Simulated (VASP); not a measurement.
# KBr (Imm2) in VASP: a series of runs, part 2 of 2

VASP 6.6.1.

**4. Single point, r2SCAN**

POSCAR reads:

```
KBr
1.0
    0.0000000000      3.2925000000      3.2925000000
    3.2925000000      0.0000000000      3.2925000000
    3.2925000000      3.2925000000      0.0000000000
K Br
1 1
Direct
    0.0000000000      0.0000000000      0.0000000000
    0.4060412402      0.5000000000      0.5000000000
```

INCAR.step1 reads:

```
SYSTEM = KBr
ALGO     = Normal         ! electronic algorithm
EDIFF    = 1E-4           ! SCF threshold, eV
ENCUT    = 520            ! plane-wave cutoff, eV
GGA      = PE             ! functional
ISMEAR   = 0              ! smearing method
LASPH    = .TRUE.         ! aspherical terms in the spheres
LCHARG   = .FALSE.        ! write CHGCAR
LREAL    = .FALSE.        ! projectors in reciprocal space
LWAVE    = .TRUE.         ! write WAVECAR
NBANDS   = 15             ! bands
NELM     = 60             ! most SCF steps
PREC     = Accurate       ! precision mode
SIGMA    = 0.05           ! smearing width, eV
```

INCAR.step2 reads:

```
SYSTEM = KBr
ALGO     = Normal         ! electronic algorithm
EDIFF    = 1E-6           ! SCF threshold, eV
ENCUT    = 520            ! plane-wave cutoff, eV
ISIF     = 2              ! what is computed and relaxed
ISMEAR   = 0              ! smearing method
ISTART   = 1            
LASPH    = .TRUE.         ! aspherical terms in the spheres
LCHARG   = .FALSE.        ! write CHGCAR
LMIXTAU  = .TRUE.       
LREAL    = .FALSE.        ! projectors in reciprocal space
LWAVE    = .FALSE.        ! write WAVECAR
METAGGA  = R2SCAN         ! meta-GGA
NBANDS   = 15             ! bands
NELM     = 60             ! most SCF steps
PREC     = Accurate       ! precision mode
SIGMA    = 0.05           ! smearing width, eV
```

KPOINTS reads:

```
k-points
0
G
  6 6 6
  0 0 0
```

Potentials or basis: VASP PAW PBE potentials, release 64 (K_sv, Br).

On the command line:

```
$ cat potpaw_PBE.64/K_sv/POTCAR potpaw_PBE.64/Br/POTCAR > POTCAR
$ cp INCAR.step1 INCAR
$ mpirun -np 1 vasp_std > vasp.out
$ cp INCAR.step2 INCAR
$ mpirun -np 1 vasp_std > vasp.out
```

OUTCAR:

```text
SYSTEM = KBr
   EDIFF = 1E-6
   ENCUT = 520
   ISIF = 2
   ISMEAR = 0
   ISTART = 1
   LASPH = .TRUE.
   LREAL = .FALSE.
   METAGGA = R2SCAN
   NELM = 60
   PREC = Accurate

 ion  position               nearest neighbor table
   1  0.000  0.000  0.000-   2 3.00   2 3.00
   2  0.406  0.500  0.500-   1 3.00   1 3.00

  LATTYP: Found a face centered cubic cell.
 ALAT       =     6.5850000000

  Lattice vectors:

 A1 = (   0.0000000000,   3.2925000000,   3.2925000000)
 A2 = (   3.2925000000,   0.0000000000,   3.2925000000)
 A3 = (   3.2925000000,   3.2925000000,   0.0000000000)

Analysis of symmetry for initial positions (statically):
=====================================================================
 Subroutine PRICEL returns:
 Original cell was already a primitive cell.

 Routine SETGRP: Setting up the symmetry group for a
 face centered cubic supercell.

 Subroutine GETGRP returns: Found  4 space group operations
 (whereof  4 operations were pure point group operations)
 out of a pool of 48 trial point group operations.

The static configuration has the point symmetry C_2v.

Analysis of symmetry for dynamics (positions and initial velocities):
=====================================================================
 Subroutine PRICEL returns:
 Original cell was already a primitive cell.

 Routine SETGRP: Setting up the symmetry group for a
 face centered cubic supercell.

 Subroutine GETGRP returns: Found  4 space group operations
 (whereof  4 operations were pure point group operations)
 out of a pool of 48 trial point group operations.

The dynamic configuration has the point symmetry C_2v.

 Subroutine INISYM returns: Found  4 space group operations
 (whereof  4 operations are pure point group operations),
 and found     1 'primitive' translations

----------------------------------------------------------------------------------------

[... 121 lines left out ...]
   LEPSILON=     F    determine dielectric tensor
   LRPA    =     F    only Hartree local field effects (RPA)
 non-spin polarized calculation
 Gauss-broadening in eV      SIGMA  =   0.05
  energy-cutoff  :      520.00
  volume of cell :       71.39
 maximum number of plane-waves:      1948
 NGX is ok and might be reduce to    36
   NGX = 17   NGY = 17   NGZ = 17

 number of electron      15.9999999 magnetization

 Free energy of the ion-electron system (eV)
  ---------------------------------------------------
  ext. energy  EPLUGINS =         0.00000000
  ---------------------------------------------------
  free energy    TOTEN  =       -23.10766828 eV

  energy without entropy =      -23.10766828  energy(sigma->0) =      -23.10766828

 E-fermi :  -1.9304     XC(G=0):  -7.7514

 val. band max:       -2.1735236403   @ k =   0.0000   0.0000   0.0000
 cond. band min:       2.9623488473   @ k =   0.0000   0.0000   0.0000
 fundamental gap:      5.1358724876
 Fermi energy:        -1.9303792691

 k-point     1 :       0.0000    0.0000    0.0000
  band No.  band energies     occupation
      1     -30.9433      2.00000
      2     -14.9266      2.00000
      3     -13.6691      2.00000
      4     -13.6521      2.00000
      5     -13.6147      2.00000
      6      -2.1872      2.00000
      7      -2.1823      2.00000
      8      -2.1735      2.00000
      9       2.9623      0.00000
     10       6.0788      0.00000
     11       6.3061      0.00000
     12       6.4419      0.00000
     13       7.2440      0.00000
     14       7.4047      0.00000
[... 401 lines left out ...]
      2     -14.9999      2.00000
      3     -13.6720      2.00000
      4     -13.6693      2.00000
      5     -13.4951      2.00000
      6      -2.8322      2.00000
      7      -2.3745      2.00000
      8      -2.3660      2.00000
      9       4.4138      0.00000
     10       5.8901      0.00000
     11       6.7225      0.00000
     12       7.4382      0.00000
     13       7.9829      0.00000
     14       8.5008      0.00000
     15      10.4722      0.00000

 [... further k-points ...]

------------------------ aborting loop because EDIFF is reached ----------------------------------------

  FORCE on cell =-STRESS in cart. coord.  units (eV):
  Direction    XX          YY          ZZ          XY          YZ          ZX
  --------------------------------------------------------------------------------------
  -------------------------------------------------------------------------------------
  Total       -0.0486791      0.9290338      0.9290338      0.0000000     -0.2945964      0.0000000
  in kB       -1.0925605     20.8513778     20.8513778      0.0000000     -6.6119667      0.0000000
  external PRESSURE =      13.5367317 kB  Pullay stress =       0.0000000 kB

 VOLUME and BASIS-vectors are now :
 -----------------------------------------------------------------------------
  energy-cutoff  :      520.00
  volume of cell :       71.39
      direct lattice vectors                 reciprocal lattice vectors
     0.000000000  3.292500000  3.292500000    -0.151860289  0.151860289  0.151860289
     3.292500000  0.000000000  3.292500000     0.151860289 -0.151860289  0.151860289
     3.292500000  3.292500000  0.000000000     0.151860289  0.151860289 -0.151860289

 POSITION                                       TOTAL-FORCE (eV/Angst)
 -----------------------------------------------------------------------------------
      0.00000      0.00000      0.00000         0.000000     -0.479647     -0.479647
      3.29250      2.98314      2.98314        -0.000000      0.479647      0.479647
 -----------------------------------------------------------------------------------
    total drift:                               -0.000000     -0.000136     -0.000137

  FREE ENERGIE OF THE ION-ELECTRON SYSTEM (eV)
  ---------------------------------------------------
  free  energy   TOTEN  =       -23.1076682767 eV

  energy  without entropy=      -23.1076682767  energy(sigma->0) =      -23.10766828
```

OSZICAR.step1:

```text
N       E                     dE             d eps       ncg     rms          rms(c)
DAV:   1     0.100317823502E+03    0.10032E+03   -0.68141E+03  1380   0.934E+02
DAV:   2     0.400291931110E-01   -0.10028E+03   -0.93326E+02  1746   0.233E+02
DAV:   3    -0.600524684097E+01   -0.60453E+01   -0.60121E+01  1926   0.499E+01
DAV:   4    -0.626776718058E+01   -0.26252E+00   -0.26245E+00  2057   0.891E+00
DAV:   5    -0.626965625888E+01   -0.18891E-02   -0.18891E-02  1961   0.880E-01    0.364E+00
DAV:   6    -0.608357516407E+01    0.18608E+00   -0.23922E-01  1793   0.244E+00    0.260E+00
DAV:   7    -0.607125799447E+01    0.12317E-01   -0.12465E-01  1898   0.194E+00    0.114E+00
DAV:   8    -0.608053643449E+01   -0.92784E-02   -0.13760E-02  1482   0.878E-01    0.157E-01
DAV:   9    -0.608102907390E+01   -0.49264E-03   -0.55883E-04  1961   0.149E-01    0.936E-02
DAV:  10    -0.608151903812E+01   -0.48996E-03   -0.52853E-04  1450   0.131E-01    0.190E-02
DAV:  11    -0.608154577311E+01   -0.26735E-04   -0.31954E-05  1481   0.430E-02
   1 F= -.60815458E+01 E0= -.60815458E+01  d E =-.122074E-18
```

Wall time 1.8 min (1 thread of Intel Xeon 6975P-C (Granite Rapids), shared host); peak memory 0.24 GiB.

Results:

- Free energy: -23.1077 eV
- Pressure: 1.4 GPa
- Largest force: 0.678 eV/Å
- Band gap on the k mesh: 5.14 eV

Forces on the atoms (eV/Å):
```
K    0.000 -0.480 -0.480
Br   0.000  0.480  0.480
```

Levels at points of the mesh, in eV from the valence-band top:
```csv
k point,band 5,band 6,band 7,band 8,band 9,band 10,band 11,band 12
"(0.00, 0.00, 0.00)",-11.44,-0.01,-0.01,0.00,5.14,8.25,8.48,8.62
"(0.50, 0.00, 0.00)",-11.22,-1.12,-0.31,-0.28,7.18,8.98,10.10,10.62
"(0.00, 0.50, 0.00)",-11.16,-1.12,-0.27,-0.21,7.06,8.65,10.11,10.22
"(0.50, 0.50, 0.00)",-11.40,-0.75,-0.29,-0.24,6.53,8.03,9.43,10.36
"(0.00, 0.50, 0.50)",-11.42,-0.79,-0.30,-0.27,6.65,7.96,10.25,10.33
```

Caveat: the cell differs from its parent crystal (all Br atoms moved +0.438 Å, as atom 2 towards its neighbour atom 2 (Br) at 4.656 Å); the PAW data sets were made with another functional, which shifts forces and pressure a little.

**5. Overview**

| cell | gap on the mesh (eV) | pressure (GPa) | largest force (eV/Å) |
| --- | --- | --- | --- |
| as given, atomic positions A | 5.11 | 0.6 | 0.36 |
| as given, atomic positions B | 5.10 | 0.3 | 0.17 |
| as given, atomic positions C | 5.14 | 1.4 | 0.68 |

Alike in all rows: task single point; level r2SCAN; potentials or basis VASP PAW PBE potentials, release 64 (K_sv, Br); no spin polarisation; k mesh 6 × 6 × 6; cutoff (eV) 520; smearing gaussian 0.05 eV.

Caveats: the PAW data sets were made with another functional, which shifts forces and pressure a little.

Total energies depend on the potentials used, so only differences within one code and one set of settings carry meaning.
